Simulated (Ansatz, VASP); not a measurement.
# One calculation of Sn, two programs

```xyz
1
Lattice="-1.7604 1.8104 2.3842 1.7604 -1.8104 2.3842 1.7604 1.8104 -2.3842" Properties=species:S:1:pos:R:3 pbc="T T T"
Sn    0.0000    0.0000    0.0000
```

Alike in both runs: task single point; functional PBEsol; k mesh 11 × 11 × 11; occupations fermi-dirac, width 0.05 eV; no spin polarisation.

|  | VASP | Ansatz |
| --- | --- | --- |
| version | VASP 6.6.1 | Ansatz 0.2.0 |
| potentials or method | VASP PAW PBE potentials, release 64 (Sn_d) | Ansatz PAW |
| plane-wave cutoff (eV) | 520 | 420 |
| valence electrons in the cell | 14 | 14 |

Ansatz gave:

```
gap on the k mesh at the Fermi level (eV)                     : none
pressure (GPa)                                                : -5.5
traceless stress, the component that is largest in VASP (GPa) : -0.93
```

Question: Which values does VASP return?

Answer: gap on the k mesh at the Fermi level (eV): none; pressure (GPa): -5.6; traceless stress, the component that is largest in VASP (GPa): -0.93.

VASP's potentials were made for PBE, not for PBEsol. A gap of «none» marks a metal or a gap that the smearing closes.
